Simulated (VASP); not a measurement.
Here is a VASP 6.6.1 calculation.

File INCAR:

```
SYSTEM = TaN
PREC = Accurate
ENCUT = 600
EDIFF = 1E-6
ISMEAR = -1
SIGMA = 0.1
LREAL = .FALSE.
LASPH = .TRUE.
NELM = 120
ALGO = Normal
ISIF = 2
LWAVE = .FALSE.
LCHARG = .FALSE.
GGA = PE
IVDW = 12
NBANDS = 15
GGA_COMPAT = .FALSE.
```

Contents of KPOINTS:

```
Automatic mesh
0
G
  9 9 9
  0 0 0
```

Contents of POSCAR:

```
TaN
1.0
    0.0000000000      2.1959383665      2.1959383665
    2.1959383665      0.0000000000      2.1959383665
    2.1959383665      2.1959383665      0.0000000000
Ta N
1 1
Direct
    0.5000000000      0.5000000000      0.5000000000
    0.0000000000      0.0000000000      0.0000000000
```

Potentials or basis: VASP PAW PBE potentials, release 64 (Ta_pv, N).

Command:

```bash
$ cat potpaw_PBE.64/Ta_pv/POTCAR potpaw_PBE.64/N/POTCAR > POTCAR
$ mpirun -np 1 vasp_std > vasp.out
```

(1) What does it give for the band gap on the k mesh?

(2) What does it give for the pressure?

Results:

(1) zero (band 8 reaches 11.15 eV, above the bottom of band 9 at 7.48 eV).

(2) -0.8 GPa.

Caveat: three body term missing; spin-orbit coupling is left out, which moves the levels of the heavy elements; pairwise dispersion overbinds metals, which lowers pressure and volume.
